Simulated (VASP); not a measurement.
# Hg (Fm-3m) in VASP: single point with PBE

Aim: the single point of Hg with PBE.

All numbers are computed with VASP 6.6.1; they aren't measurements. Logs are shortened: lines on timing, memory, paths and dates and some standing lists are left out, and cuts for length are marked.

### 1 The cell of the first run

The structure is cubic, space group Fm-3m (No. 225). Conventional cell: a = 4.380 Å, b = 4.380 Å, c = 4.380 Å, α = 90.00°, β = 90.00°, γ = 90.00°. Hg (site symmetry m-3m) has 12 Hg at 3.10 Å within 4.1 Å.

### 2 Single point, PBE (Mg replaced by Hg, lengths x 0.962, strained)

File INCAR:

```
SYSTEM = Hg
PREC = Accurate
ENCUT = 520
EDIFF = 1E-6
ISMEAR = 0
SIGMA = 0.1
LREAL = .False.
LASPH = .True.
NELM = 100
ALGO = Fast
ISIF = 2
LWAVE = .False.
LCHARG = .True.
GGA = PE
LELF = .True.
LVHAR = .True.
NBANDS = 12
```

File KPOINTS:

```
Automatic mesh
0
Gamma
  16 16 16
  0 0 0
```

File POSCAR:

```
Hg
1.0
    0.0000000000      2.1901623634      2.1901623634
    2.1901623634      0.0000000000      2.1901623634
    2.1901623634      2.1901623634      0.0000000000
Hg
1
Direct
    0.0000000000      0.0000000000      0.0000000000
```

Potentials or basis: VASP PAW PBE potentials, release 64 (Hg).

Launch:

```bash
$ cat potpaw_PBE.64/Hg/POTCAR > POTCAR
$ mpirun -np 1 vasp_std > vasp.out
```

OUTCAR:

```text
SYSTEM = Hg
   PREC = Accurate
   ENCUT = 520
   EDIFF = 1E-6
   ISMEAR = 0
   LREAL = .False.
   LASPH = .True.
   NELM = 100
   ISIF = 2
   GGA = PE

 ion  position               nearest neighbor table
   1  0.000  0.000  0.000-

  LATTYP: Found a face centered cubic cell.
 ALAT       =     4.3803247268

  Lattice vectors:

 A1 = (   0.0000000000,   2.1901623634,   2.1901623634)
 A2 = (   2.1901623634,   0.0000000000,   2.1901623634)
 A3 = (   2.1901623634,   2.1901623634,   0.0000000000)

Analysis of symmetry for initial positions (statically):
=====================================================================
 Subroutine PRICEL returns:
 Original cell was already a primitive cell.

 Routine SETGRP: Setting up the symmetry group for a
 face centered cubic supercell.

 Subroutine GETGRP returns: Found 48 space group operations
 (whereof 48 operations were pure point group operations)
 out of a pool of 48 trial point group operations.

The static configuration has the point symmetry O_h .

Analysis of symmetry for dynamics (positions and initial velocities):
=====================================================================
 Subroutine PRICEL returns:
 Original cell was already a primitive cell.

 Routine SETGRP: Setting up the symmetry group for a
 face centered cubic supercell.

 Subroutine GETGRP returns: Found 48 space group operations
 (whereof 48 operations were pure point group operations)
 out of a pool of 48 trial point group operations.

The dynamic configuration has the point symmetry O_h .

 Subroutine INISYM returns: Found 48 space group operations
 (whereof 48 operations are pure point group operations),
 and found     1 'primitive' translations

----------------------------------------------------------------------------------------

                                     Primitive cell

  volume of cell :      21.0116

  direct lattice vectors                    reciprocal lattice vectors
     0.000000000  2.190162363  2.190162363    -0.228293577  0.228293577  0.228293577
     2.190162363  0.000000000  2.190162363     0.228293577 -0.228293577  0.228293577
     2.190162363  2.190162363  0.000000000     0.228293577  0.228293577 -0.228293577

  length of vectors
     3.097357318  3.097357318  3.097357318     0.395416074  0.395416074  0.395416074

  position of ions in fractional coordinates (direct lattice)
     0.000000000  0.000000000  0.000000000

[... 75 lines left out ...]
   EDIFF  = 0.1E-05   stopping-criterion for ELM
   LREAL  =      F    real-space projection
   EDIFFG = 0.1E-04   stopping-criterion for IOM
   NSW    =      0    number of steps for IOM
   IBRION =     -1    ionic relax: 0-MD 1-quasi-New 2-CG
   NFREE  =      0    steps in history (QN), initial steepest desc. (CG)
   ISIF   =      2    stress and relaxation
   ISYM   =      2    0-nonsym 1-usesym 2-fastsym
   POTIM  = 0.5000    time-step for ionic-motion
   TEBEG  =    0.0;   TEEND  =   0.0 temperature during run
   PSTRESS=    0.0 pullay stress
   NELECT =      12.0000    total number of electrons
   NUPDOWN=      -1.0000    fix difference up-down
   EMIN   =  10.00;   EMAX   =-10.00  energy-range for DOS
   EFERMI =   0.00;   METHOD = LEGACY
   ISMEAR =     0;   SIGMA  =   0.10  broadening in eV -4-tet -1-fermi 0-gaus
   EFERMI_NEDOS =   21; number of points for ismear=-14 and -15
   IALGO  =     68    algorithm
   IMIX   =      4    mixing-type and parameters
     AMIX     =   0.40;   BMIX     =  1.00
     AMIX_MAG =   1.60;   BMIX_MAG =  1.00
  volume/ion in A,a.u.               =      21.01       141.79
  Fermi-wavevector in a.u.,A,eV,Ry     =   1.358258  2.566735 25.100909  1.844865
  Thomas-Fermi vector in A             =   2.485107
   LORBIT       =      0    0 simple, 1 ext, 2 COOP (PROOUT), +10 PAW based schemes
   GGA     = PE    functional components
   LHFCALC =     F    Hartree Fock is set to
   AEXX    =    0.0000 exact exchange contribution
   IVDW    =     0    specifies the selected vdW correction
   LEPSILON=     F    determine dielectric tensor
   LRPA    =     F    only Hartree local field effects (RPA)
 non-spin polarized calculation
 RMM-DIIS sequential band-by-band and
 Gauss-broadening in eV      SIGMA  =   0.10
  energy-cutoff  :      520.00
  volume of cell :       21.01
 maximum number of plane-waves:       588
   NGX = 11   NGY = 11   NGZ = 11

 number of electron      12.0000001 magnetization

 Free energy of the ion-electron system (eV)
  ---------------------------------------------------
  ext. energy  EPLUGINS =         0.00000000
  ---------------------------------------------------
  free energy    TOTEN  =         0.03448181 eV

  energy without entropy =        0.03661739  energy(sigma->0) =        0.03554960

 E-fermi :   3.7737     XC(G=0): -11.5222

 val. band max:        3.7561185103   @ k =  -0.2500   0.4375   0.1875
 cond. band min:       3.7844756374   @ k =  -0.3750   0.4375   0.1250
 fundamental gap:      0.0283571271
 Fermi energy:         3.7736702538

 k-point     1 :       0.0000    0.0000    0.0000
  band No.  band energies     occupation
      1      -6.3177      2.00000
      2      -3.6959      2.00000
      3      -3.6959      2.00000
      4      -3.6959      2.00000
      5      -2.8854      2.00000
      6      -2.8854      2.00000
      7      17.5331      0.00000
      8      19.4977      0.00000
      9      19.4977      0.00000
     10      19.4977      0.00000
     11      23.6561      0.00000
     12      25.3251      0.00000
[... 331 lines left out ...]
 k-point    24 :      -0.0625    0.0625    0.0000
  band No.  band energies     occupation
      1      -6.0264      2.00000
      2      -3.7528      2.00000
      3      -3.6303      2.00000
      4      -3.6039      2.00000
      5      -2.9435      2.00000
      6      -2.8655      2.00000
      7      17.2660      0.00000
      8      17.3738      0.00000
      9      18.9039      0.00000
     10      19.9866      0.00000
     11      23.2397      0.00000
     12      25.3083      0.00000

 [... further k-points ...]
[... 5 lines left out ...]
  --------------------------------------------------------------------------------------
  -------------------------------------------------------------------------------------
  Total        1.6199731      1.6199731      1.6199731      0.0000000     -0.0000000     -0.0000000
  in kB      123.5263057    123.5263057    123.5263057      0.0000000     -0.0000000     -0.0000000
  external PRESSURE =     123.5263057 kB  Pullay stress =       0.0000000 kB

 VOLUME and BASIS-vectors are now :
 -----------------------------------------------------------------------------
  energy-cutoff  :      520.00
  volume of cell :       21.01
      direct lattice vectors                 reciprocal lattice vectors
     0.000000000  2.190162363  2.190162363    -0.228293577  0.228293577  0.228293577
     2.190162363  0.000000000  2.190162363     0.228293577 -0.228293577  0.228293577
     2.190162363  2.190162363  0.000000000     0.228293577  0.228293577 -0.228293577

 POSITION                                       TOTAL-FORCE (eV/Angst)
 -----------------------------------------------------------------------------------
      0.00000      0.00000      0.00000         0.000000      0.000000      0.000000
 -----------------------------------------------------------------------------------
    total drift:                                0.000000      0.000000      0.000000

  FREE ENERGIE OF THE ION-ELECTRON SYSTEM (eV)
  ---------------------------------------------------
  free  energy   TOTEN  =         0.0344818108 eV

  energy  without entropy=        0.0366173855  energy(sigma->0) =        0.03554960
```

Run time: 8.5 s. Hardware: 1 thread of Intel Xeon 6975P-C (Granite Rapids), shared host; peak memory 0.16 GiB.

Results:

- Free energy: 0.0345 eV
- Pressure: 12.4 GPa
- Band gap on the k mesh: zero (band 6 reaches 4.52 eV, above the bottom of band 7 at 2.42 eV)

Caveat: the cell differs from its parent crystal (Mg replaced by Hg, lengths x 0.962, strained); spin-orbit coupling is left out, which moves the levels of the heavy elements.
